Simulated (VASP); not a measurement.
# Al5N (P6/mmm) in VASP: a series of runs, part 2 of 2

VASP 6.6.1. The steps go on from the part before.

## (3) Single point, PBE

This run uses another cell than the first one, of 15.89 Å³/atom.

INCAR

```
SYSTEM = Al5N
ALGO = Normal
EDIFF = 1E-6
ENCUT = 520
GGA = PE
ISIF = 2
ISMEAR = 0
LASPH = .TRUE.
LCHARG = .FALSE.
LREAL = .FALSE.
LWAVE = .FALSE.
NBANDS = 19
NELM = 60
PREC = Accurate
SIGMA = 0.1
```

KPOINTS

```
k-points
0
G
  6 6 4
  0 0 0
```

POSCAR

```
Al5N
1.0
    4.5443930236      0.0000000031      0.0000000000
   -2.2721965144      3.9355598017      0.0000000000
    0.0000000000      0.0000000000      5.3294872288
Al N
5 1
Direct
    0.6666666667      0.3333333333      0.7456206784
    0.0000000000      0.0000000000      0.0000000000
    0.6666666667      0.3333333333      0.2543793216
    0.3333333333      0.6666666667      0.2543793216
    0.3333333333      0.6666666667      0.7456206784
    0.0000000000      0.0000000000      0.5000000000
```

Potentials or basis: VASP PAW PBE potentials, release 64 (Al, N).

The run is started by

```console
$ cat potpaw_PBE.64/Al/POTCAR potpaw_PBE.64/N/POTCAR > POTCAR
$ mpirun -np 1 vasp_std > vasp.out
```

OUTCAR:

```text
SYSTEM = Al5N
   EDIFF = 1E-6
   ENCUT = 520
   GGA = PE
   ISIF = 2
   ISMEAR = 0
   LASPH = .TRUE.
   LREAL = .FALSE.
   NELM = 60
   PREC = Accurate

 ion  position               nearest neighbor table
   1  0.667  0.333  0.746-   3 2.62   5 2.62   5 2.62   5 2.62   3 2.71   2 2.95   2 2.95   2 2.95

   2  0.000  0.000  0.000-   1 2.95   3 2.95   4 2.95   5 2.95   4 2.95   5 2.95   1 2.95   3 2.95
                             1 2.95   3 2.95   4 2.95   5 2.95
   3  0.667  0.333  0.254-   1 2.62   4 2.62   4 2.62   4 2.62   1 2.71   2 2.95   2 2.95   2 2.95

   4  0.333  0.667  0.254-   5 2.62   3 2.62   3 2.62   3 2.62   5 2.71   2 2.95   2 2.95   2 2.95

   5  0.333  0.667  0.746-   4 2.62   1 2.62   1 2.62   1 2.62   4 2.71   2 2.95   2 2.95   2 2.95

   6  0.000  0.000  0.500-

  LATTYP: Found a hexagonal cell.
 ALAT       =     4.5443930236
 C/A-ratio  =     1.1727610709

  Lattice vectors:

 A1 = (   4.5443930236,   0.0000000031,   0.0000000000)
 A2 = (  -2.2721965144,   3.9355598017,   0.0000000000)
[... 181 lines left out ...]
 E-fermi :   7.0361     XC(G=0): -10.1450

 val. band max:        7.0237182012   @ k =   0.0000   0.0000   0.5000
 cond. band min:       7.0670795678   @ k =   0.1667   0.0000   0.2500
 fundamental gap:      0.0433613666
 Fermi energy:         7.0361204062

 k-point     1 :       0.0000    0.0000    0.0000
  band No.  band energies     occupation
      1      -6.4676      2.00000
      2      -2.2543      2.00000
      3       0.9068      2.00000
      4       2.6872      2.00000
      5       4.1217      2.00000
      6       4.1217      2.00000
[... 439 lines left out ...]
      6       0.5238      2.00000
[... 11 lines left out ...]
     18      10.7059      0.00000
     19      13.8010      0.00000

------------------------ aborting loop because EDIFF is reached ----------------------------------------

  FORCE on cell =-STRESS in cart. coord.  units (eV):
  Direction    XX          YY          ZZ          XY          YZ          ZX
  --------------------------------------------------------------------------------------
  -------------------------------------------------------------------------------------
  Total        0.0176139      0.0176139      0.1200479      0.0000000     -0.0000000      0.0000000
  in kB        0.2960718      0.2960718      2.0178900      0.0000000     -0.0000000      0.0000000
  external PRESSURE =       0.8700112 kB  Pullay stress =       0.0000000 kB

 VOLUME and BASIS-vectors are now :
 -----------------------------------------------------------------------------
  energy-cutoff  :      520.00
  volume of cell :       95.32
      direct lattice vectors                 reciprocal lattice vectors
     4.544393024  0.000000003  0.000000000     0.220051390  0.127046729  0.000000000
    -2.272196514  3.935559802  0.000000000    -0.000000000  0.254093458  0.000000000
     0.000000000  0.000000000  5.329487229     0.000000000  0.000000000  0.187635312

 POSITION                                       TOTAL-FORCE (eV/Angst)
 -----------------------------------------------------------------------------------
      2.27220      1.31185      3.97378         0.000000     -0.000000     -0.030510
      0.00000      0.00000      0.00000         0.000000      0.000000      0.000000
      2.27220      1.31185      1.35571        -0.000000     -0.000000      0.030510
     -0.00000      2.62371      1.35571         0.000000      0.000000      0.030510
     -0.00000      2.62371      3.97378        -0.000000      0.000000     -0.030510
      0.00000      0.00000      2.66474         0.000000      0.000000      0.000000
 -----------------------------------------------------------------------------------
    total drift:                               -0.000000     -0.000000     -0.000000

  FREE ENERGIE OF THE ION-ELECTRON SYSTEM (eV)
  ---------------------------------------------------
  free  energy   TOTEN  =       -22.5008307791 eV

  energy  without entropy=      -22.4773224971  energy(sigma->0) =      -22.48907664
```

OSZICAR:

```text
N       E                     dE             d eps       ncg     rms          rms(c)
DAV:   1     0.347805532838E+02    0.34781E+02   -0.74078E+03   798   0.839E+02
DAV:   2    -0.192233374753E+02   -0.54004E+02   -0.50953E+02  1041   0.131E+02
DAV:   3    -0.234915814120E+02   -0.42682E+01   -0.41611E+01  1002   0.336E+01
DAV:   4    -0.235456493872E+02   -0.54068E-01   -0.53990E-01   954   0.426E+00
DAV:   5    -0.235463123684E+02   -0.66298E-03   -0.66295E-03   984   0.505E-01    0.691E+00
DAV:   6    -0.247638472855E+02   -0.12175E+01   -0.19957E+01  1037   0.194E+01    0.107E+01
DAV:   7    -0.225123301396E+02    0.22515E+01   -0.79617E+00  1071   0.928E+00    0.201E+00
DAV:   8    -0.225119147346E+02    0.41540E-03   -0.61301E-01   849   0.401E+00    0.656E-01
DAV:   9    -0.225012664473E+02    0.10648E-01   -0.29641E-02   922   0.768E-01    0.247E-01
DAV:  10    -0.225009767038E+02    0.28974E-03   -0.33768E-03   910   0.329E-01    0.149E-01
DAV:  11    -0.225008340687E+02    0.14264E-03   -0.52475E-04  1009   0.943E-02    0.472E-02
DAV:  12    -0.225008433992E+02   -0.93304E-05   -0.20594E-04   891   0.631E-02    0.336E-02
DAV:  13    -0.225008326624E+02    0.10737E-04   -0.35622E-05   973   0.253E-02    0.110E-02
DAV:  14    -0.225008308451E+02    0.18173E-05   -0.81897E-06   852   0.153E-02    0.167E-03
DAV:  15    -0.225008307791E+02    0.65975E-07   -0.11483E-07   456   0.206E-03
   1 F= -.22500831E+02 E0= -.22489077E+02  d E =-.235083E-01
```

stdout:

```text
POSCAR found type information on POSCAR AlN
 POSCAR found :  2 types and       6 ions
 scaLAPACK will be used
 LDA part: xc-table for (Slater+PW92), standard interpolation
 POSCAR, INCAR and KPOINTS ok, starting setup
 FFT: planning ... GRIDC
 FFT: planning ... GRID_SOFT
 FFT: planning ... GRID
 WAVECAR not read
 entering main loop
```

Run time: 35 s. Hardware: 1 thread of Intel Xeon Platinum 8259CL at 2.50GHz (Skylake/Cascade Lake), shared host; peak memory 0.22 GiB.

What came out:

```yaml
Free_energy: -22.5008 eV
Pressure: 0.1 GPa
Largest_force: 0.031 eV/Å
Band_gap_on_the_k_mesh: zero (bands 10 and 11 overlap by 0.80 eV)
```

Forces on the atoms (eV/Å):
```
Al   0.000  0.000 -0.031
Al   0.000  0.000  0.000
Al   0.000  0.000  0.031
Al   0.000  0.000  0.031
Al   0.000  0.000 -0.031
N    0.000  0.000  0.000
```

Stress tensor (GPa, compression positive):
```
0.03 0.00 0.00
0.00 0.03 0.00
0.00 0.00 0.20
```

Levels at points of the mesh, in eV from the Fermi level:
| k point | band 6 | band 7 | band 8 | band 9 | band 10 | band 11 | band 12 | band 13 | band 14 | band 15 |
| --- | --- | --- | --- | --- | --- | --- | --- | --- | --- | --- |
| (0.00, 0.00, 0.00) | -2.91 | -1.94 | -1.94 | -1.30 | -0.39 | 0.67 | 0.67 | 1.56 | 1.98 | 1.98 |
| (0.50, 0.00, 0.00) | -3.94 | -3.43 | -3.40 | -0.84 | -0.70 | -0.05 | 0.52 | 0.76 | 3.18 | 4.26 |
| (0.00, 0.00, 0.50) | -2.24 | -1.02 | -1.02 | -0.60 | -0.60 | -0.46 | -0.46 | -0.22 | -0.01 | 0.14 |
| (0.50, 0.00, 0.50) | -3.59 | -3.02 | -3.01 | -0.19 | 0.21 | 0.51 | 1.49 | 2.43 | 2.75 | 4.08 |

Caveat: semilocal functionals underestimate gaps, and a narrow one can read as zero.

## (4) Relaxation of cell and atoms, PBE

INCAR

```
SYSTEM = Al5N
PREC = Accurate
ENCUT = 600
EDIFF = 1E-6
ISMEAR = 0
SIGMA = 0.1
LREAL = .FALSE.
LASPH = .TRUE.
NELM = 80
ALGO = Normal
ISIF = 3
LWAVE = .FALSE.
LCHARG = .FALSE.
GGA = PE
IBRION = 2
NSW = 90
EDIFFG = -0.04
```

KPOINTS

```
regular mesh
0
G
  6 6 4
  0 0 0
```

POSCAR

```
Al5N
1.0
    4.2709130700      0.0000000000      0.0000000000
   -2.1354565400      3.6987192200      0.0000000000
    0.0000000000      0.0000000000      5.7975542500
Al N
5 1
Direct
    0.6666666700      0.3333333300      0.7959949400
    0.0000000000      0.0000000000      0.0000000000
    0.6666666700      0.3333333300      0.2040050600
    0.3333333300      0.6666666700      0.2040050600
    0.3333333300      0.6666666700      0.7959949400
    0.0000000000      0.0000000000      0.5000000000
```

The run is started by

```console
$ cat potpaw_PBE.64/Al/POTCAR potpaw_PBE.64/N/POTCAR > POTCAR
$ mpirun -np 1 vasp_std > vasp.out
```

Wall time 4 min (1 thread of Intel Xeon Platinum 8259CL at 2.50GHz (Skylake/Cascade Lake), shared host); peak memory 0.25 GiB.

The run converged. Its results:

| Item | Value |
| --- | --- |
| Free energy | -22.4990 eV |
| Relaxed volume | 15.93 Å³/atom |
| Relaxed cell | a = 4.514 Å, b = 4.514 Å, c = 5.416 Å, α = 90.00°, β = 90.00°, γ = 120.00° |
| Space group after relaxing (to 0.1 Å) | P6/mmm (No. 191) |
| Energy gained by relaxing | 362.7 meV/atom |
| Ionic steps | 11 |
| Pressure after relaxing | 0.0 GPa |
| Largest force after relaxing | 0.034 eV/Å |
| Band gap on the k mesh | zero (bands 10 and 11 overlap by 1.06 eV) |

Forces in eV/Å, atoms in the order of the input:
```
Al   0.000  0.000  0.034
Al   0.000  0.000  0.000
Al   0.000  0.000 -0.034
Al   0.000  0.000 -0.034
Al   0.000  0.000  0.034
N    0.000  0.000  0.000
```

Stress tensor (GPa, compression positive):
```
 0.13  0.00  0.00
 0.00  0.13  0.00
 0.00  0.00 -0.39
```

The path:
```csv
step,energy change (eV),largest force (eV/Å),pressure (GPa),volume (Å³)
1,0.0000,3.0474,13.78,91.58
2,-1.3740,0.8069,-5.51,110.08
3,-1.3797,0.8922,-4.66,108.51
4,-1.7790,0.8195,-3.37,103.15
5,-1.8590,1.2311,7.99,87.85
6,-2.0948,0.5108,-0.52,96.92
7,-2.1452,0.0612,2.78,92.37
8,-2.1563,0.1261,1.68,93.74
9,-2.1732,0.1323,-0.13,95.69
10,-2.1746,0.0760,0.23,95.26
11,-2.1765,0.0336,-0.04,95.59
```

Final structure:
```xyz
6
Lattice="4.5143 0.0000 0.0000 -2.2571 3.9095 0.0000 0.0000 0.0000 5.4164" Properties=species:S:1:pos:R:3 pbc="T T T"
Al    2.2571    1.3032    4.0249
Al    0.0000    0.0000    0.0000
Al    2.2571    1.3032    1.3915
Al    0.0000    2.6063    1.3915
Al    0.0000    2.6063    4.0249
N     0.0000    0.0000    2.7082
```

Levels at points of the mesh, in eV from the Fermi level:
```csv
k point,band 8,band 9,band 10,band 11,band 12,band 13
"(0.00, 0.00, 0.00)",-1.85,-1.08,-0.40,0.67,0.67,1.86
"(0.50, 0.00, 0.00)",-3.38,-0.86,-0.64,-0.14,0.38,0.82
"(0.00, 0.00, 0.50)",-0.92,-0.52,-0.52,-0.48,-0.48,-0.15
"(0.50, 0.00, 0.50)",-2.88,-0.29,0.13,0.35,1.45,2.25
```

Caveat: the highest band is partly filled, so the run has too few bands.

## (5) Overview

```tsv
task	cell	cutoff (eV)	gap on the mesh (eV)	pressure (GPa)	largest force (eV/Å)
single point	a = 4.271, b = 4.271, c = 5.798 Å, angles 90.0, 90.0, 120.0°, 6 atoms, atomic positions A	520	none	13.8	3.05
single point	a = 4.544, b = 4.544, c = 5.329 Å, angles 90.0, 90.0, 120.0°, 6 atoms, atomic positions B	520	none	0.1	0.03
relaxation of cell and atoms	relaxed from a = 4.271, b = 4.271, c = 5.798 Å, angles 90.0, 90.0, 120.0°, 6 atoms, atomic positions A	600	none	0.0	0.03
```

Alike in all rows: level PBE; potentials or basis VASP PAW PBE potentials, release 64 (Al, N); no spin polarisation; k mesh 6 × 6 × 4; smearing gaussian 0.1 eV.

Caveats: the stress differs along the axes, from 9 to 16 GPa (at least some runs); forces of over 1 eV/Å act on the atoms, so gaps and moduli don't describe the material at rest (at least some runs); semilocal functionals underestimate gaps, and a narrow one can read as zero (at least some runs); the highest band is partly filled, so the run has too few bands (at least some runs).

Total energies depend on the potentials used, so only differences within one code and one set of settings carry meaning.

The gap in the log of VASP goes by the Fermi energy; the results here count the filled bands.